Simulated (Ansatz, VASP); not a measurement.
## Al in VASP and in Ansatz

INCAR

```
SYSTEM = Al
ALGO = Fast ; EDIFF = 1E-7
ENCUT = 520 ; GGA = PS
ISIF = 2 ; ISMEAR = 0
IVDW = 12 ; LASPH = .True.
LCHARG = .False. ; LREAL = .False.
LWAVE = .False. ; NBANDS = 8
NELM = 100 ; PREC = Accurate
SIGMA = 0.15
```

Contents of KPOINTS:

```
k-points
0
Gamma
  26 26 26
  0 0 0
```

The input POSCAR:

```
Al
1.0
   -0.0198127761      1.9812776140      1.9812776140
    1.9812776140     -0.0198127761      1.9812776140
    1.9614648379      1.9614648379      0.0000000000
Al
1
Direct
    0.0000000000      0.0000000000      0.0000000000
```

Input for Ansatz:

```yaml
crystal:
  lattice:
    - [-0.0198127761, 1.981277614, 1.981277614]
    - [1.981277614, -0.0198127761, 1.981277614]
    - [1.9614648379, 1.9614648379, 0.0]
  atoms:
    - { symbol: Al, position: [0.0, 0.0, 0.0] }
basis:
  ecutwfc: 420
kpoints:
  mp_grid: { grid: [26, 26, 26] }
hamiltonian:
  xc: pbesol
  dispersion: d3bj
scf:
  occupations: { method: gaussian, width: 0.15 }
output:
  forces: true
  stress: true
  eigenvalues: true
```

Change from the starting cell: strain -0.0200 x Voigt [0, 0, 0, 0, 0, 1], atoms carried along.

Alike in both runs: task single point; functional PBEsol; dispersion D3(BJ); k mesh 26 × 26 × 26; occupations gaussian, width 0.15 eV; no spin polarisation.

```csv
,VASP,Ansatz
version,VASP 6.6.1,Ansatz 0.2.0
potentials or method,"VASP PAW PBE potentials, release 64 (Al), cutoff 520 eV","scalar-relativistic, plane waves, PAW"
valence electrons in the cell,3,3
```

|  | VASP | Ansatz | Ansatz less VASP |
| --- | --- | --- | --- |
| gap on the k mesh at the Fermi level (eV) | none | none | - |
| pressure (GPa) | 0.1 | 0.1 | -0.08 |
| traceless stress, the component that is largest in VASP (GPa) | 1.08 | 1.07 | -0.009 |

VASP's potentials were made for PBE, not for PBEsol. A gap of «none» marks a metal or a gap that the smearing closes.
